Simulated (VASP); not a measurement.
Runs of VASP 6.6.1 on Pt3I2. The structure is that of space group P-3m1 (No. 164), or close to it. The cells are those of the table. 

```csv
task,cell,k mesh,cutoff (eV),gap on the mesh (eV),pressure (GPa),largest force (eV/Å)
single point,"a = 3.773, b = 3.773, c = 8.941 Å, angles 90.0, 90.0, 120.0°, 5 atoms",6 × 6 × 4,520,none,-0.2,-
relaxation of cell and atoms,"relaxed from a = 3.773, b = 3.773, c = 8.941 Å, angles 90.0, 90.0, 120.0°, 5 atoms",12 × 12 × 4,600,none,0.0,0.01
single point,"a = 4.560, b = 4.560, c = 7.094 Å, angles 90.0, 90.0, 120.0°, 5 atoms",6 × 6 × 4,520,none,-6.1,(a)
single point,"a = 3.777, b = 3.777, c = 8.914 Å, angles 90.0, 90.0, 120.0°, 5 atoms",12 × 12 × 4,520,none,-0.2,-
```

Alike in all rows: level PBE; potentials or basis VASP PAW PBE potentials, release 64 (Pt, I); no spin polarisation; smearing gaussian 0.1 eV.

Estimate the missing entries.

(a) 0.60.

Caveats: spin-orbit coupling is left out, which moves the levels of the heavy elements.

A k mesh can miss the band edges, and the runs leave out spin-orbit coupling on I, Pt.

A gap of «none» marks levels without a gap at the run's occupations.
